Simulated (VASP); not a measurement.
A run of VASP 6.6.1 is set up as follows.

INCAR

```
  PREC = Accurate
  ENCUT = 400
  EDIFF = 1E-6
  ISMEAR = -1
  SIGMA = 0.05
  LREAL = F
  LASPH = T
  NELM = 120
  ALGO = Normal
  ISIF = 2
  LWAVE = F
  LCHARG = F
  LDIPOL = T
  IDIPOL = 3
  DIPOL = 0.5 0.5 0.500
  EFIELD = -0.3
  NBANDS = 16
  GGA_COMPAT = F
  NELMDL = -8
```

The input KPOINTS:

```
Automatic mesh
0
Gamma
  13 9 1
```

The input POSCAR:

```
Al
1.0
    2.8168008949      0.0000000000      0.0000000000
    0.0000000000      3.9835580280      0.0000000000
    0.0000000000      0.0000000000     21.6336000000
Al
5
Direct
    0.0000000000      0.0000000000      0.3749259573
    0.5000000000      0.5000000000      0.4352217579
    0.0000000000      0.0000000000      0.4999999954
    0.5000000000      0.5000000000      0.5647782477
    0.0000000000      0.0000000000      0.6250740417
```

Potentials or basis: VASP PAW LDA potentials, release 64 (Al).

The run is started by

```console
$ cat potpaw_LDA.64/Al/POTCAR > POTCAR
$ mpirun -np 1 vasp_std > vasp.out
```

(1) Predict the largest force.

## Answers

(1) 0.011 eV/Å.
